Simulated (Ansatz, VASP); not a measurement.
**Ba2Be in VASP and in Ansatz**

```
CELL_PARAMETERS angstrom
4.12006 0.00000 0.00000
0.00000 4.12006 0.00000
0.00000 0.00000 8.22680
ATOMIC_POSITIONS crystal
Ba 0.00000 0.00000 0.00000
Ba 0.50000 0.50000 0.00000
Ba 0.00000 0.50000 0.63600
Ba 0.50000 0.00000 0.36400
Be 0.00000 0.50000 0.27300
Be 0.50000 0.00000 0.72700
```

Change from the starting cell: species swapped into the NdS2 type (P4/nmm, No. 129).

Alike in both runs: task relaxation of cell and atoms; functional PBE; k mesh 4 × 4 × 2; occupations gaussian, width 0.1 eV; no spin polarisation.

|  | VASP | Ansatz |
| --- | --- | --- |
| version | VASP 6.6.1 | Ansatz 0.2.0 |
| potentials or method | VASP PAW PBE potentials, release 64 (Ba_sv, Be), cutoff 600 eV | scalar-relativistic, plane waves, PAW |
| valence electrons in the cell | 44 | 44 |

```csv
,VASP,Ansatz,Ansatz less VASP
"gap on the k mesh at the Fermi level, each at its own relaxed structure (eV)",none,none,-
relaxed volume (Å³/atom),40.30,39.74,-0.555
relaxed length of the cell vector where the two differ most in proportion (Å),8.198,8.335,+0.1377
```

A gap of «none» marks a metal or a gap that the smearing closes.

The k mesh is coarse, so the values compare programs but aren't converged. Spin-orbit coupling is off throughout. Noted on VASP's run: the volume moved by over 15 % at a fixed basis, so the end points are rough.
